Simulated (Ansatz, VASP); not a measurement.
**GaSi2S2 in VASP and in Ansatz**

```
CELL_PARAMETERS angstrom
3.92688 0.00000 0.00000
-1.96344 3.40078 0.00000
0.00000 0.00000 7.81351
ATOMIC_POSITIONS crystal
Ga 0.00000 0.00000 0.00000
Si 0.66667 0.33333 0.54800
Si 0.33333 0.66667 0.45200
S 0.66667 0.33333 0.82578
S 0.33333 0.66667 0.17422
```

Alike in both runs: functional PBE; k mesh 5 × 5 × 2; occupations gaussian, width 0.2 eV; no spin polarisation.

Ansatz relaxed the structure, and its values are those at the end. VASP's run is a single point on that final structure, the one shown.

```csv
,VASP,Ansatz
version,VASP 6.6.1,Ansatz 0.2.0
potentials or method,"VASP PAW PBE potentials, release 64 (Ga_d, Si, S), cutoff 500 eV","scalar-relativistic, plane waves, PAW"
valence electrons in the cell,33,33
```

```csv
,VASP,Ansatz,Ansatz less VASP
gap on the k mesh at the Fermi level (eV),none,none,-
pressure (GPa),-0.1,0.0,+0.06
rms of the force components (eV/Å),0.044,0.027,-0.0168
```

A gap of «none» marks a metal or a gap that the smearing closes.

The k mesh is coarse, so the values compare programs but aren't converged.
